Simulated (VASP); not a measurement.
# Ni (Fm-3m) in VASP: single point with r2SCAN

Aim: the single point of Ni with r2SCAN.

All numbers are computed with VASP 6.6.1; they aren't measurements. Logs are shortened: lines on timing, memory, paths and dates and some standing lists are left out, and cuts for length are marked.

**1. The cell of the first run**

The structure is cubic, space group Fm-3m (No. 225). Conventional cell: a = 3.478 Å, b = 3.478 Å, c = 3.478 Å, α = 90.00°, β = 90.00°, γ = 90.00°. Within 3.2 Å of Ni (site symmetry m-3m) lie 12 Ni at 2.46 Å.

**2. Single point, r2SCAN, collinear spin, ferromagnetic start**

Contents of POSCAR:

```
Ni
1.0
    0.0000000000      1.7391569095      1.7391569095
    1.7391569095      0.0000000000      1.7391569095
    1.7391569095      1.7391569095      0.0000000000
Ni
1
Direct
    0.0000000000      0.0000000000      0.0000000000
```

Contents of INCAR.step1:

```
SYSTEM = Ni
PREC     = Accurate       ! precision mode
ENCUT    = 660            ! plane-wave cutoff, eV
ISMEAR   = -1             ! smearing method
SIGMA    = 0.05           ! smearing width, eV
LREAL    = .False.        ! projectors in reciprocal space
LASPH    = .True.         ! aspherical terms in the spheres
NELM     = 200            ! most SCF steps
ISPIN    = 2              ! spin polarisation
MAGMOM   = 1              ! initial moments
LMAXMIX  = 4              ! l up to which the mixer works
NBANDS   = 15             ! bands
GGA      = PE             ! functional
ALGO     = Normal         ! electronic algorithm
EDIFF    = 1E-5           ! SCF threshold, eV
LWAVE    = .True.         ! write WAVECAR
LCHARG   = .False.        ! write CHGCAR
GGA_COMPAT= .False.
```

Contents of INCAR.step2:

```
SYSTEM = Ni
PREC     = Accurate       ! precision mode
ENCUT    = 660            ! plane-wave cutoff, eV
EDIFF    = 1E-6           ! SCF threshold, eV
ISMEAR   = -1             ! smearing method
SIGMA    = 0.05           ! smearing width, eV
LREAL    = .False.        ! projectors in reciprocal space
LASPH    = .True.         ! aspherical terms in the spheres
NELM     = 200            ! most SCF steps
ALGO     = Normal         ! electronic algorithm
ISIF     = 2              ! what is computed and relaxed
LWAVE    = .False.        ! write WAVECAR
LCHARG   = .True.         ! write CHGCAR
ISPIN    = 2              ! spin polarisation
MAGMOM   = 1              ! initial moments
LORBIT   = 11             ! projections on sites
LMAXMIX  = 4              ! l up to which the mixer works
METAGGA  = R2SCAN         ! meta-GGA
LMIXTAU  = .True.       
LELF     = .True.         ! ELF
LVHAR    = .True.       
NBANDS   = 15             ! bands
ISTART   = 1            
GGA_COMPAT= .False.
```

Contents of KPOINTS:

```
Automatic mesh
0
Gamma
  25 25 25
  0 0 0
```

Potentials or basis: VASP PAW PBE potentials, release 64 (Ni).

On the command line:

```console
$ cat potpaw_PBE.64/Ni/POTCAR > POTCAR
$ cp INCAR.step1 INCAR
$ mpirun -np 1 vasp_std > vasp.out
$ cp INCAR.step2 INCAR
$ mpirun -np 1 vasp_std > vasp.out
```

OUTCAR:

```text
SYSTEM = Ni
   PREC = Accurate
   ENCUT = 660
   EDIFF = 1E-6
   ISMEAR = -1
   LREAL = .False.
   LASPH = .True.
   NELM = 200
   ISIF = 2
   ISPIN = 2
   LORBIT = 11
   METAGGA = R2SCAN
   ISTART = 1

 ion  position               nearest neighbor table
   1  0.000  0.000  0.000-

  LATTYP: Found a face centered cubic cell.
 ALAT       =     3.4783138190

  Lattice vectors:

 A1 = (   0.0000000000,   1.7391569095,   1.7391569095)
 A2 = (   1.7391569095,   0.0000000000,   1.7391569095)
 A3 = (   1.7391569095,   1.7391569095,   0.0000000000)

Analysis of symmetry for initial positions (statically):
=====================================================================
 Subroutine PRICEL returns:
 Original cell was already a primitive cell.

 Routine SETGRP: Setting up the symmetry group for a
 face centered cubic supercell.

 Subroutine GETGRP returns: Found 48 space group operations
 (whereof 48 operations were pure point group operations)
 out of a pool of 48 trial point group operations.

The static configuration has the point symmetry O_h .

Analysis of symmetry for dynamics (positions and initial velocities):
=====================================================================
 Subroutine PRICEL returns:
 Original cell was already a primitive cell.

 Routine SETGRP: Setting up the symmetry group for a
 face centered cubic supercell.

 Subroutine GETGRP returns: Found 48 space group operations
 (whereof 48 operations were pure point group operations)
 out of a pool of 48 trial point group operations.

The dynamic configuration has the point symmetry O_h .

Analysis of structural, dynamic, and magnetic symmetry:
=====================================================================
 Subroutine PRICEL returns:
 Original cell was already a primitive cell.

 Routine SETGRP: Setting up the symmetry group for a
 face centered cubic supercell.

 Subroutine GETGRP returns: Found 48 space group operations
 (whereof 48 operations were pure point group operations)
 out of a pool of 48 trial point group operations.

The overall configuration has the point symmetry O_h .

 Subroutine INISYM returns: Found 48 space group operations
 (whereof 48 operations are pure point group operations),
 and found     1 'primitive' translations

----------------------------------------------------------------------------------------

                                     Primitive cell

  volume of cell :      10.5207

  direct lattice vectors                    reciprocal lattice vectors
     0.000000000  1.739156909  1.739156909    -0.287495623  0.287495623  0.287495623
     1.739156909  0.000000000  1.739156909     0.287495623 -0.287495623  0.287495623
     1.739156909  1.739156909  0.000000000     0.287495623  0.287495623 -0.287495623

  length of vectors
     2.459539289  2.459539289  2.459539289     0.497957027  0.497957027  0.497957027

  position of ions in fractional coordinates (direct lattice)
     0.000000000  0.000000000  0.000000000

  ion indices of the primitive-cell ions
   primitive index   ion index
                 1           1

----------------------------------------------------------------------------------------

 KPOINTS: Automatic mesh

Automatic generation of k-mesh.
 Grid dimensions read from file:
 generate k-points for:   25   25   25

 Generating k-lattice:

  Cartesian coordinates                     Fractional coordinates (reciprocal lattice)
    -0.011499825  0.011499825  0.011499825     0.040000000  0.000000000  0.000000000
     0.011499825 -0.011499825  0.011499825     0.000000000  0.040000000  0.000000000
     0.011499825  0.011499825 -0.011499825     0.000000000  0.000000000  0.040000000

  Length of vectors
     0.019918281  0.019918281  0.019918281

  Shift w.r.t. Gamma in fractional coordinates (k-lattice)
     0.000000000  0.000000000  0.000000000

 Subroutine IBZKPT returns following result:
 ===========================================

 Found    455 irreducible k-points:

 Following reciprocal coordinates:
            Coordinates               Weight
  0.000000  0.000000  0.000000      1.000000
  0.040000  0.000000  0.000000      8.000000
  0.080000  0.000000  0.000000      8.000000
  0.120000  0.000000  0.000000      8.000000
  0.160000  0.000000  0.000000      8.000000
  0.200000  0.000000  0.000000      8.000000
[... 16 lines left out ...]
  0.400000  0.040000  0.000000     24.000000
  0.440000  0.040000  0.000000     24.000000
 [... further k-points ...]
   k-points           NKPTS =    455   k-points in BZ     NKDIM =    455   number of bands    NBANDS=     15
   number of dos      NEDOS =    301   number of ions     NIONS =      1
   total plane-waves  NPLWV =  13824
   dimension x,y,z NGX =    24 NGY =   24 NGZ =   24
   dimension x,y,z NGXF=    48 NGYF=   48 NGZF=   48
   ions per type =               1
   NGX,Y,Z   is equivalent  to a cutoff of  16.22, 16.22, 16.22 a.u.
   NGXF,Y,Z  is equivalent  to a cutoff of  32.44, 32.44, 32.44 a.u.
 SYSTEM =  Ni
   PREC   = accura    normal or accurate (medium, high low for compatibility)
   ISTART =      1    job   : 0-new  1-cont  2-samecut
   ICHARG =      0    charge: 1-file 2-atom 10-const
   ISPIN  =      2    spin polarized calculation?
   LNONCOLLINEAR =      F non collinear calculations
   LSORBIT =      F    spin-orbit coupling
   LASPH  =      T    aspherical Exc in radial PAW
   ENCUT  =  660.0 eV  48.51 Ry    6.96 a.u.   5.15  5.15  5.15*2*pi/ulx,y,z
   NELM   =    200;   NELMIN=  2; NELMDL=  0     # of ELM steps
   EDIFF  = 0.1E-05   stopping-criterion for ELM
   LREAL  =      F    real-space projection
   EDIFFG = 0.1E-04   stopping-criterion for IOM
   NSW    =      0    number of steps for IOM
   IBRION =     -1    ionic relax: 0-MD 1-quasi-New 2-CG
   NFREE  =      0    steps in history (QN), initial steepest desc. (CG)
   ISIF   =      2    stress and relaxation
   ISYM   =      2    0-nonsym 1-usesym 2-fastsym
   POTIM  = 0.5000    time-step for ionic-motion
   TEBEG  =    0.0;   TEEND  =   0.0 temperature during run
   PSTRESS=    0.0 pullay stress
   NELECT =      10.0000    total number of electrons
   NUPDOWN=      -1.0000    fix difference up-down
   EMIN   =  10.00;   EMAX   =-10.00  energy-range for DOS
   EFERMI =   0.00;   METHOD = LEGACY
   ISMEAR =    -1;   SIGMA  =   0.05  broadening in eV -4-tet -1-fermi 0-gaus
   EFERMI_NEDOS =   21; number of points for ismear=-14 and -15
   IALGO  =     38    algorithm
   IMIX   =      4    mixing-type and parameters
     AMIX     =   0.40;   BMIX     =  1.00
     AMIX_MAG =   1.60;   BMIX_MAG =  1.00
  volume/ion in A,a.u.               =      10.52        71.00
  Fermi-wavevector in a.u.,A,eV,Ry     =   1.609630  3.041760 35.251455  2.590909
  Thomas-Fermi vector in A             =   2.705309
   LORBIT       =     11    0 simple, 1 ext, 2 COOP (PROOUT), +10 PAW based schemes
   METAGGA = R2SCAN    functional components
   LHFCALC =     F    Hartree Fock is set to
   AEXX    =    0.0000 exact exchange contribution
   IVDW    =     0    specifies the selected vdW correction
   LEPSILON=     F    determine dielectric tensor
   LRPA    =     F    only Hartree local field effects (RPA)
 spin polarized calculation
  energy-cutoff  :      660.00
  volume of cell :       10.52
 maximum number of plane-waves:       419
 NGX is ok and might be reduce to    24
   NGX = 11   NGY = 11   NGZ = 11

 number of electron      10.0000002 magnetization       0.7268632

 Free energy of the ion-electron system (eV)
  ---------------------------------------------------
  ext. energy  EPLUGINS =         0.00000000
  ---------------------------------------------------
  free energy    TOTEN  =       -11.94988984 eV

  energy without entropy =      -11.93948818  energy(sigma->0) =      -11.94468901

 E-fermi :   9.8020     XC(G=0): -14.6172

 val. band max:        9.8018939715   @ k =   0.3600   0.1600   0.0000
 cond. band min:       9.8027635722   @ k =  -0.2800   0.2800   0.1200
 fundamental gap:      0.0008696007
 Fermi energy:         9.8019583801

 spin component 1

 k-point     1 :       0.0000    0.0000    0.0000
  band No.  band energies     occupation
      1       0.1493      1.00000
      2       6.7683      1.00000
      3       6.7683      1.00000
      4       6.7683      1.00000
      5       8.1121      1.00000
      6       8.1121      1.00000
      7      34.6331      0.00000
      8      39.0554      0.00000
      9      39.0554      0.00000
     10      39.0554      0.00000
     11      41.7901      0.00000
     12      41.7901      0.00000
     13      41.7901      0.00000
     14      45.1506      0.00000
     15      51.7656      0.00000
[... 397 lines left out ...]
 k-point    24 :       0.4400    0.0400    0.0000
  band No.  band energies     occupation
      1       4.2941      1.00000
      2       6.8472      1.00000
      3       6.9017      1.00000
      4       8.0394      1.00000
      5       8.7072      1.00000
      6       9.0949      1.00000
      7      17.0474      0.00000
      8      32.9411      0.00000
      9      34.9710      0.00000
     10      36.0671      0.00000
     11      39.3055      0.00000
     12      40.1566      0.00000
     13      45.5274      0.00000
     14      52.2565      0.00000
     15      55.5254      0.00000

 [... further k-points ...]

 spin component 2

 k-point     1 :       0.0000    0.0000    0.0000
  band No.  band energies     occupation
      1      -0.1018      1.00000
      2       8.0982      1.00000
      3       8.0982      1.00000
      4       8.0982      1.00000
      5       8.8704      1.00000
      6       8.8705      1.00000
      7      34.3797      0.00000
      8      39.1660      0.00000
      9      39.1660      0.00000
     10      39.1660      0.00000
     11      42.0909      0.00000
     12      42.0909      0.00000
     13      42.0909      0.00000
     14      45.2354      0.00000
     15      52.6492      0.00000
[... 397 lines left out ...]
 k-point    24 :       0.4400    0.0400    0.0000
  band No.  band energies     occupation
      1       4.8455      1.00000
      2       7.7408      1.00000
      3       7.8369      1.00000
      4       8.4222      1.00000
      5       9.9307      0.07079
      6      10.0292      0.01051
      7      17.5893      0.00000
      8      32.8552      0.00000
      9      35.2155      0.00000
     10      36.3468      0.00000
     11      39.4507      0.00000
     12      40.3512      0.00000
     13      45.8781      0.00000
     14      54.6445      0.00000
     15      56.1936      0.00000

 [... further k-points ...]

------------------------ aborting loop because EDIFF is reached ----------------------------------------

  FORCE on cell =-STRESS in cart. coord.  units (eV):
  Direction    XX          YY          ZZ          XY          YZ          ZX
  --------------------------------------------------------------------------------------
  -------------------------------------------------------------------------------------
  Total        0.0236518      0.0236518      0.0236518      0.0000000      0.0000000      0.0000000
  in kB        3.6018668      3.6018668      3.6018668      0.0000000      0.0000000      0.0000000
  external PRESSURE =       3.6018668 kB  Pullay stress =       0.0000000 kB

 VOLUME and BASIS-vectors are now :
 -----------------------------------------------------------------------------
  energy-cutoff  :      660.00
  volume of cell :       10.52
      direct lattice vectors                 reciprocal lattice vectors
     0.000000000  1.739156909  1.739156909    -0.287495623  0.287495623  0.287495623
     1.739156909  0.000000000  1.739156909     0.287495623 -0.287495623  0.287495623
     1.739156909  1.739156909  0.000000000     0.287495623  0.287495623 -0.287495623

 POSITION                                       TOTAL-FORCE (eV/Angst)
 -----------------------------------------------------------------------------------
      0.00000      0.00000      0.00000        -0.000000      0.000000      0.000000
 -----------------------------------------------------------------------------------
    total drift:                               -0.000000     -0.000000     -0.000000

  FREE ENERGIE OF THE ION-ELECTRON SYSTEM (eV)
  ---------------------------------------------------
  free  energy   TOTEN  =       -11.9498898419 eV

  energy  without entropy=      -11.9394881831  energy(sigma->0) =      -11.94468901

 total charge

# of ion       s       p       d       tot
------------------------------------------
    1        0.529   0.550   8.328   9.407

 magnetization (x)

# of ion       s       p       d       tot
------------------------------------------
    1       -0.010  -0.043   0.798   0.745
```

It took 16 min on 1 thread of Intel Xeon 8259CL, shared host; peak memory 0.28 GiB.

What came out:

```
Free energy                                           : -11.9499 eV
Pressure                                              : 0.4 GPa
Net moment                                            : 0.73 μB per cell
Site moments                                          : Ni +0.74 μB
Valence electrons inside the program's atomic spheres : Ni 9.41
```

Caveat: the PAW data sets were made with another functional, which shifts forces and pressure a little.
